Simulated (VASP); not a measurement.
# MnO2 (P4_2/mnm) in VASP: further runs

Runs on MnO2. Level: PBE. Tasks: electric field gradients.

Everything below comes from runs of VASP 6.6.1. Logs are shortened: lines on timing, memory, paths and dates and some standing lists are left out, and cuts for length are marked.

## 1. The cell of the first run

The structure is tetragonal, space group P4_2/mnm (No. 136). Conventional cell: a = 4.396 Å, b = 4.396 Å, c = 2.871 Å, α = 90.00°, β = 90.00°, γ = 90.00°. Within 2.5 Å of Mn (site symmetry mmm) lie 6 O at 1.88 to 1.89 Å. Within 2.5 Å of O (site symmetry m2m) lie 3 Mn at 1.88 to 1.89 Å and 1 O at 2.46 Å.

## 2. Electric field gradients, PBE, collinear spin, ferromagnetic start

INCAR

```
SYSTEM = MnO2
  ALGO = Normal
  EDIFF = 1E-8
  ENCUT = 520
  GGA = PE
  ISIF = 2
  ISMEAR = -1
  ISPIN = 2
  LASPH = .TRUE.
  LCHARG = .FALSE.
  LEFG = .TRUE.
  LMAXMIX = 4
  LORBIT = 11
  LREAL = .FALSE.
  LWAVE = .FALSE.
  MAGMOM = 4 4 0 0 0 0
  NBANDS = 38
  NELM = 150
  PREC = Accurate
  SIGMA = 0.05
```

KPOINTS

```
k-points
0
G
  8 8 12
  0 0 0
```

POSCAR

```
MnO2
1.0
    4.3960000000      0.0000000000      0.0000000000
    0.0000000000      4.3960000000      0.0000000000
    0.0000000000      0.0000000000      2.8710000000
Mn O
2 4
Direct
    0.0000000000      0.0000000000      0.0000000000
    0.5000000000      0.5000000000      0.5000000000
    0.3020000000      0.3020000000      0.0000000000
    0.1980000000      0.8020000000      0.5000000000
    0.6980000000      0.6980000000      0.0000000000
    0.8020000000      0.1980000000      0.5000000000
```

Potentials or basis: VASP PAW PBE potentials, release 64 (Mn_pv, O).

The run is started by

```bash
$ cat potpaw_PBE.64/Mn_pv/POTCAR potpaw_PBE.64/O/POTCAR > POTCAR
$ mpirun -np 1 vasp_std > vasp.out
```

OUTCAR:

```text
SYSTEM = MnO2
   EDIFF = 1E-8
   ENCUT = 520
   GGA = PE
   ISIF = 2
   ISMEAR = -1
   ISPIN = 2
   LASPH = .TRUE.
   LORBIT = 11
   LREAL = .FALSE.
   NELM = 150
   PREC = Accurate

 ion  position               nearest neighbor table
   1  0.000  0.000  0.000-   3 1.88   5 1.88   4 1.89   6 1.89   4 1.89   6 1.89
   2  0.500  0.500  0.500-   4 1.88   6 1.88   5 1.89   3 1.89   3 1.89   5 1.89
   3  0.302  0.302  0.000-   1 1.88   2 1.89   2 1.89
   4  0.198  0.802  0.500-   2 1.88   1 1.89   1 1.89
   5  0.698  0.698  0.000-   1 1.88   2 1.89   2 1.89
   6  0.802  0.198  0.500-   2 1.88   1 1.89   1 1.89

  LATTYP: Found a simple tetragonal cell.
 ALAT       =     4.3960000000
 C/A-ratio  =     0.6530937216

  Lattice vectors:

 A1 = (   4.3960000000,   0.0000000000,   0.0000000000)
 A2 = (   0.0000000000,   4.3960000000,   0.0000000000)
 A3 = (   0.0000000000,   0.0000000000,   2.8710000000)

Analysis of symmetry for initial positions (statically):
=====================================================================
 Subroutine PRICEL returns:
 Original cell was already a primitive cell.

 Routine SETGRP: Setting up the symmetry group for a
 simple tetragonal supercell.

 Subroutine GETGRP returns: Found 16 space group operations
 (whereof  8 operations were pure point group operations)
 out of a pool of 16 trial point group operations.

The static configuration has the point symmetry D_2h.
 The point group associated with its full space group is D_4h.

Analysis of symmetry for dynamics (positions and initial velocities):
=====================================================================
 Subroutine PRICEL returns:
 Original cell was already a primitive cell.

 Routine SETGRP: Setting up the symmetry group for a
 simple tetragonal supercell.

 Subroutine GETGRP returns: Found 16 space group operations
 (whereof  8 operations were pure point group operations)
 out of a pool of 16 trial point group operations.

The dynamic configuration has the point symmetry D_2h.
 The point group associated with its full space group is D_4h.

Analysis of structural, dynamic, and magnetic symmetry:
=====================================================================
 Subroutine PRICEL returns:
 Original cell was already a primitive cell.

 Routine SETGRP: Setting up the symmetry group for a
 simple tetragonal supercell.

 Subroutine GETGRP returns: Found 16 space group operations
 (whereof  8 operations were pure point group operations)
 out of a pool of 16 trial point group operations.

The overall configuration has the point symmetry D_2h.
 The point group associated with its full space group is D_4h.

 Subroutine INISYM returns: Found 16 space group operations
 (whereof  8 operations are pure point group operations),
 and found     1 'primitive' translations

----------------------------------------------------------------------------------------

                                     Primitive cell

  volume of cell :      55.4815

  direct lattice vectors                    reciprocal lattice vectors
     4.396000000  0.000000000  0.000000000     0.227479527  0.000000000  0.000000000
     0.000000000  4.396000000  0.000000000     0.000000000  0.227479527  0.000000000
     0.000000000  0.000000000  2.871000000     0.000000000  0.000000000  0.348310693

  length of vectors
     4.396000000  4.396000000  2.871000000     0.227479527  0.227479527  0.348310693

  position of ions in fractional coordinates (direct lattice)
     0.000000000  0.000000000  0.000000000
     0.500000000  0.500000000  0.500000000
     0.302000000  0.302000000  0.000000000
     0.198000000  0.802000000  0.500000000
     0.698000000  0.698000000  0.000000000
     0.802000000  0.198000000  0.500000000

  ion indices of the primitive-cell ions
   primitive index   ion index
                 1           1
                 2           2
                 3           3
                 4           4
[... 101 lines left out ...]
   AEXX    =    0.0000 exact exchange contribution
   IVDW    =     0    specifies the selected vdW correction
   LEPSILON=     F    determine dielectric tensor
   LRPA    =     F    only Hartree local field effects (RPA)
 spin polarized calculation
  energy-cutoff  :      520.00
  volume of cell :       55.48
 maximum number of plane-waves:      1514
 NGX is ok and might be reduce to    36
   NGX = 17   NGY = 17   NGZ = 11

 number of electron      49.9999990 magnetization       5.9885901

 Free energy of the ion-electron system (eV)
  ---------------------------------------------------
  ext. energy  EPLUGINS =         0.00000000
  ---------------------------------------------------
  free energy    TOTEN  =       -47.66556262 eV

  energy without entropy =      -47.66159208  energy(sigma->0) =      -47.66357735

 E-fermi :   5.4956     XC(G=0): -12.0334

 val. band max:        5.4895564384   @ k =   0.0000   0.0000   0.0833
 cond. band min:       5.5290182987   @ k =   0.0000   0.0000   0.0000
 fundamental gap:      0.0394618603
 Fermi energy:         5.4956234394

 spin component 1

 k-point     1 :       0.0000    0.0000    0.0000
  band No.  band energies     occupation
      1     -45.3568      1.00000
      2     -45.3490      1.00000
      3     -45.2793      1.00000
      4     -45.2793      1.00000
      5     -45.2041      1.00000
      6     -45.2040      1.00000
[... 949 lines left out ...]
     36      18.1719      0.00000
     37      20.8790      0.00000

 [... further k-points ...]

 spin component 2

 k-point     1 :       0.0000    0.0000    0.0000
  band No.  band energies     occupation
      1     -42.3722      1.00000
      2     -42.3624      1.00000
      3     -42.3101      1.00000
      4     -42.3101      1.00000
      5     -42.2346      1.00000
      6     -42.2345      1.00000
[... 949 lines left out ...]
     36      18.8077      0.00000
     37      21.3067      0.00000

 [... further k-points ...]

 [bands above 37 left out]

------------------------ aborting loop because EDIFF is reached ----------------------------------------

  FORCE on cell =-STRESS in cart. coord.  units (eV):
  Direction    XX          YY          ZZ          XY          YZ          ZX
  --------------------------------------------------------------------------------------
  -------------------------------------------------------------------------------------
  Total        2.5529569      2.5529569      1.4820399      0.0000000      0.0000000      0.0000000
  in kB       73.7234262     73.7234262     42.7978453      0.0000000      0.0000000      0.0000000
  external PRESSURE =      63.4148992 kB  Pullay stress =       0.0000000 kB

 VOLUME and BASIS-vectors are now :
 -----------------------------------------------------------------------------
  energy-cutoff  :      520.00
  volume of cell :       55.48
      direct lattice vectors                 reciprocal lattice vectors
     4.396000000  0.000000000  0.000000000     0.227479527  0.000000000  0.000000000
     0.000000000  4.396000000  0.000000000     0.000000000  0.227479527  0.000000000
     0.000000000  0.000000000  2.871000000     0.000000000  0.000000000  0.348310693

 POSITION                                       TOTAL-FORCE (eV/Angst)
 -----------------------------------------------------------------------------------
      0.00000      0.00000      0.00000         0.000000      0.000000      0.000000
      2.19800      2.19800      1.43550         0.000000      0.000000      0.000000
      1.32759      1.32759      0.00000         0.317959      0.317959      0.000000
      0.87041      3.52559      1.43550        -0.317959      0.317959      0.000000
      3.06841      3.06841      0.00000        -0.317959     -0.317959     -0.000000
      3.52559      0.87041      1.43550         0.317959     -0.317959     -0.000000
 -----------------------------------------------------------------------------------
    total drift:                                0.000000      0.000000      0.000000

  FREE ENERGIE OF THE ION-ELECTRON SYSTEM (eV)
  ---------------------------------------------------
  free  energy   TOTEN  =       -47.6655626236 eV

  energy  without entropy=      -47.6615920806  energy(sigma->0) =      -47.66357735

 Electric field gradients (V/A^2)
---------------------------------------------------------------------
 ion       V_xx      V_yy      V_zz      V_xy      V_xz      V_yz
---------------------------------------------------------------------
   1      -2.646    -2.646     5.293   -20.156    -0.000     0.000
   2      -2.646    -2.646     5.293    20.156    -0.000    -0.000
   3     -18.756   -18.756    37.513    87.846     0.000    -0.000
   4     -18.756   -18.756    37.513   -87.846    -0.000    -0.000
   5     -18.756   -18.756    37.513    87.846    -0.000    -0.000
   6     -18.756   -18.756    37.513   -87.846     0.000    -0.000
---------------------------------------------------------------------

 Electric field gradients after diagonalization (V/A^2)
 (convention: |V_zz| > |V_xx| > |V_yy|)
----------------------------------------------------------------------
 ion       V_xx      V_yy      V_zz     asymmetry (V_yy - V_xx)/ V_zz
----------------------------------------------------------------------
   1      17.510     5.293   -22.802       0.536
   2      17.510     5.293   -22.802       0.536
   3      69.089    37.513  -106.602       0.296
   4      69.089    37.513  -106.602       0.296
   5      69.089    37.513  -106.602       0.296
   6      69.089    37.513  -106.602       0.296
----------------------------------------------------------------------

           NMR quadrupolar parameters

 Cq : quadrupolar parameter    Cq=e*Q*V_zz/h
 eta: asymmetry parameters     (V_yy - V_xx)/ V_zz
 Q  : nuclear electric quadrupole moment in mb (millibarn)
----------------------------------------------------------------------
 ion       Cq(MHz)       eta       Q (mb)
----------------------------------------------------------------------
   1      -0.055       0.536       1.000
   2      -0.055       0.536       1.000
   3      -0.258       0.296       1.000
   4      -0.258       0.296       1.000
   5      -0.258       0.296       1.000
   6      -0.258       0.296       1.000
----------------------------------------------------------------------

 total charge

# of ion       s       p       d       tot
------------------------------------------
    1        0.353   6.466   4.897  11.717
    2        0.353   6.466   4.897  11.717
    3        1.569   3.465   0.000   5.034
    4        1.569   3.465   0.000   5.034
    5        1.569   3.465   0.000   5.034
    6        1.569   3.465   0.000   5.034
--------------------------------------------------
tot          6.983  26.794   9.794  43.571

 magnetization (x)

# of ion       s       p       d       tot
------------------------------------------
    1        0.017   0.029   2.647   2.694
    2        0.017   0.029   2.647   2.694
    3        0.001   0.095   0.000   0.096
    4        0.001   0.095   0.000   0.096
    5        0.001   0.095   0.000   0.096
    6        0.001   0.095   0.000   0.096
--------------------------------------------------
tot          0.038   0.438   5.295   5.770
```

Wall time 8.2 min (1 thread of Intel Xeon Platinum 8259CL at 2.50GHz (Skylake/Cascade Lake), shared host); peak memory 0.41 GiB.

Results:

- Free energy: -47.6656 eV
- Pressure: 6.3 GPa
- Largest force: 0.450 eV/Å
- Band gap on the k mesh: zero (filled and empty bands overlap)
- Net moment: 5.99 μB per cell
- Site moments: Mn +2.69; O +0.10 μB
- Valence electrons inside the program's atomic spheres: Mn 11.72; O 5.03

Forces on the atoms (eV/Å):
```
Mn   0.000  0.000  0.000
Mn   0.000  0.000  0.000
O    0.318  0.318  0.000
O   -0.318  0.318  0.000
O   -0.318 -0.318  0.000
O    0.318 -0.318  0.000
```

Stress tensor (GPa, compression positive):
```
7.37 0.00 0.00
0.00 7.37 0.00
0.00 0.00 4.28
```

Electric field gradients, principal values (V/Å²):
| atom | least | middle | greatest (by size) |
| --- | --- | --- | --- |
| 1 Mn | 5.293 | 17.510 | -22.802 |
| 2 Mn | 5.293 | 17.510 | -22.802 |
| 3 O | 37.513 | 69.089 | -106.602 |
| 4 O | 37.513 | 69.089 | -106.602 |
| 5 O | 37.513 | 69.089 | -106.602 |
| 6 O | 37.513 | 69.089 | -106.602 |

Caveat: without QUAD_EFG the Cq values of the log hold for a quadrupole moment of 1 mb, not for the nuclei; semilocal functionals often make such compounds metallic where correlation or magnetic order opens a gap, which also shifts bond lengths; only a ferromagnetic start was run, and an antiferromagnetic order may lie lower in energy. With open d or f shells a metallic result of PBE can be an artefact of self-interaction; +U or a hybrid may open a gap.

## 3. Electric field gradients, PBE, collinear spin, ferromagnetic start

INCAR

```
ALGO = Normal
EDIFF = 1E-8
ENCUT = 520
GGA = PE
ISIF = 2
ISMEAR = -1
ISPIN = 2
LASPH = T
LCHARG = F
LEFG = T
LMAXMIX = 4
LORBIT = 11
LREAL = F
LWAVE = F
MAGMOM = 4 4 0 0 0 0
NBANDS = 38
NELM = 150
PREC = Accurate
SIGMA = 0.05
```

KPOINTS

```
k-points
0
Gamma
  8 8 12
```

POSCAR is that of step 2.

Potentials or basis: VASP PAW PBE potentials, release 64 (Mn_pv, O).

The run is started by

```bash
$ cat potpaw_PBE.64/Mn_pv/POTCAR potpaw_PBE.64/O/POTCAR > POTCAR
$ mpirun -np 1 vasp_std > vasp.out
```

OUTCAR:

```text
EDIFF = 1E-8
   ENCUT = 520
   GGA = PE
   ISIF = 2
   ISMEAR = -1
   ISPIN = 2
   LASPH = T
   LORBIT = 11
   LREAL = F
   NELM = 150
   PREC = Accurate

 ion  position               nearest neighbor table
   1  0.000  0.000  0.000-   3 1.88   5 1.88   4 1.89   6 1.89   4 1.89   6 1.89
   2  0.500  0.500  0.500-   4 1.88   6 1.88   5 1.89   3 1.89   3 1.89   5 1.89
   3  0.302  0.302  0.000-   1 1.88   2 1.89   2 1.89
   4  0.198  0.802  0.500-   2 1.88   1 1.89   1 1.89
   5  0.698  0.698  0.000-   1 1.88   2 1.89   2 1.89
   6  0.802  0.198  0.500-   2 1.88   1 1.89   1 1.89

  LATTYP: Found a simple tetragonal cell.
 ALAT       =     4.3960000000
 C/A-ratio  =     0.6530937216

  Lattice vectors:

 A1 = (   4.3960000000,   0.0000000000,   0.0000000000)
 A2 = (   0.0000000000,   4.3960000000,   0.0000000000)
 A3 = (   0.0000000000,   0.0000000000,   2.8710000000)

Analysis of symmetry for initial positions (statically):
=====================================================================
 Subroutine PRICEL returns:
 Original cell was already a primitive cell.

 Routine SETGRP: Setting up the symmetry group for a
[... 2174 lines left out ...]
   5     -18.756   -18.756    37.513    87.846    -0.000    -0.000
   6     -18.756   -18.756    37.513   -87.846     0.000    -0.000
---------------------------------------------------------------------

 Electric field gradients after diagonalization (V/A^2)
 (convention: |V_zz| > |V_xx| > |V_yy|)
----------------------------------------------------------------------
 ion       V_xx      V_yy      V_zz     asymmetry (V_yy - V_xx)/ V_zz
----------------------------------------------------------------------
   1      17.510     5.293   -22.802       0.536
   2      17.510     5.293   -22.802       0.536
   3      69.089    37.513  -106.602       0.296
   4      69.089    37.513  -106.602       0.296
   5      69.089    37.513  -106.602       0.296
   6      69.089    37.513  -106.602       0.296
----------------------------------------------------------------------

           NMR quadrupolar parameters

 Cq : quadrupolar parameter    Cq=e*Q*V_zz/h
 eta: asymmetry parameters     (V_yy - V_xx)/ V_zz
 Q  : nuclear electric quadrupole moment in mb (millibarn)
----------------------------------------------------------------------
 ion       Cq(MHz)       eta       Q (mb)
----------------------------------------------------------------------
   1      -0.055       0.536       1.000
   2      -0.055       0.536       1.000
   3      -0.258       0.296       1.000
   4      -0.258       0.296       1.000
   5      -0.258       0.296       1.000
   6      -0.258       0.296       1.000
----------------------------------------------------------------------

 total charge

# of ion       s       p       d       tot
------------------------------------------
    1        0.353   6.466   4.897  11.717
    2        0.353   6.466   4.897  11.717
    3        1.569   3.465   0.000   5.034
    4        1.569   3.465   0.000   5.034
    5        1.569   3.465   0.000   5.034
    6        1.569   3.465   0.000   5.034
--------------------------------------------------
tot          6.983  26.794   9.794  43.571

 magnetization (x)

# of ion       s       p       d       tot
------------------------------------------
    1        0.017   0.029   2.647   2.694
    2        0.017   0.029   2.647   2.694
    3        0.001   0.095   0.000   0.096
    4        0.001   0.095   0.000   0.096
    5        0.001   0.095   0.000   0.096
    6        0.001   0.095   0.000   0.096
--------------------------------------------------
tot          0.038   0.438   5.295   5.770
```

OSZICAR:

```text
N       E                     dE             d eps       ncg     rms          rms(c)
DAV:   1     0.621884480851E+03    0.62188E+03   -0.27565E+04 16304   0.160E+03
DAV:   2    -0.580508260188E+01   -0.62769E+03   -0.57177E+03 16604   0.474E+02
[... 13 lines left out ...]
DAV:  16    -0.476655629191E+02    0.35765E-06   -0.14865E-05 17172   0.338E-02    0.169E-02
DAV:  17    -0.476655627165E+02    0.20254E-06   -0.16342E-06 17610   0.144E-02    0.607E-03
DAV:  18    -0.476655626597E+02    0.56843E-07   -0.72082E-07 19384   0.849E-03    0.122E-03
DAV:  19    -0.476655626576E+02    0.20545E-08   -0.15980E-07 17548   0.255E-03    0.112E-03
DAV:  20    -0.476655626325E+02    0.25117E-07   -0.12223E-08 11240   0.884E-04    0.492E-04
DAV:  21    -0.476655626236E+02    0.88830E-08   -0.31120E-09  8844   0.446E-04
   1 F= -.47665563E+02 E0= -.47663577E+02  d E =-.397054E-02  mag=     5.9886
```

It took 4.8 min on 1 thread of Intel Xeon Platinum 8488C (Sapphire Rapids), shared host; peak memory 0.41 GiB.

Results:

```yaml
Free_energy: -47.6656 eV
Pressure: 6.3 GPa
Largest_force: 0.450 eV/Å
Band_gap_on_the_k_mesh: zero (filled and empty bands overlap)
Net_moment: 5.99 μB per cell
Site_moments: Mn +2.69; O +0.10 μB
Valence_electrons_inside_the_program's_atomic_spheres: Mn 11.72; O 5.03
```

Forces on the atoms (eV/Å):
```
Mn   0.000  0.000  0.000
Mn   0.000  0.000  0.000
O    0.318  0.318  0.000
O   -0.318  0.318  0.000
O   -0.318 -0.318  0.000
O    0.318 -0.318  0.000
```

Levels at points of the mesh, in eV from the Fermi level:
Spin up:
| k point | band 25 | band 26 | band 27 | band 28 | band 29 | band 30 | band 31 | band 32 |
| --- | --- | --- | --- | --- | --- | --- | --- | --- |
| (0.00, 0.00, 0.00) | -1.30 | -1.30 | -0.75 | -0.20 | -0.15 | 2.58 | 2.58 | 3.53 |
| (0.50, 0.00, 0.00) | -1.39 | -1.39 | -0.80 | -0.80 | 2.25 | 2.25 | 2.31 | 2.31 |
| (0.50, 0.50, 0.00) | -2.28 | -2.28 | -0.09 | -0.09 | 1.49 | 1.49 | 2.55 | 2.55 |
| (0.00, 0.00, 0.50) | -1.11 | -1.11 | -0.27 | -0.27 | 1.34 | 1.34 | 1.62 | 1.62 |
| (0.50, 0.00, 0.50) | -2.02 | -2.02 | -0.13 | -0.13 | 0.17 | 0.17 | 3.25 | 3.25 |
| (0.50, 0.50, 0.50) | -1.04 | -1.04 | -0.89 | -0.89 | 1.64 | 1.64 | 2.02 | 2.02 |
Spin down:
```csv
k point,band 20,band 21,band 22,band 23,band 24,band 25
"(0.00, 0.00, 0.00)",-1.00,-1.00,-0.33,0.03,0.29,0.48
"(0.50, 0.00, 0.00)",-2.93,-1.20,-1.20,0.69,0.69,1.14
"(0.50, 0.50, 0.00)",-2.55,-2.06,-2.06,0.05,0.05,0.49
"(0.00, 0.00, 0.50)",-3.20,-2.38,-2.38,1.08,1.08,1.41
"(0.50, 0.00, 0.50)",-2.95,-1.60,-1.60,0.22,0.22,1.08
"(0.50, 0.50, 0.50)",-1.96,-1.42,-1.42,1.09,1.09,1.12
```

Electric field gradients, principal values (V/Å²):
| atom | least | middle | greatest (by size) |
| --- | --- | --- | --- |
| 1 Mn | 5.293 | 17.510 | -22.802 |
| 2 Mn | 5.293 | 17.510 | -22.802 |
| 3 O | 37.513 | 69.089 | -106.602 |
| 4 O | 37.513 | 69.089 | -106.602 |
| 5 O | 37.513 | 69.089 | -106.602 |
| 6 O | 37.513 | 69.089 | -106.602 |

Caveat: without QUAD_EFG the Cq values of the log hold for a quadrupole moment of 1 mb, not for the nuclei; semilocal functionals often make such compounds metallic where correlation or magnetic order opens a gap, which also shifts bond lengths; only a ferromagnetic start was run, and an antiferromagnetic order may lie lower in energy.
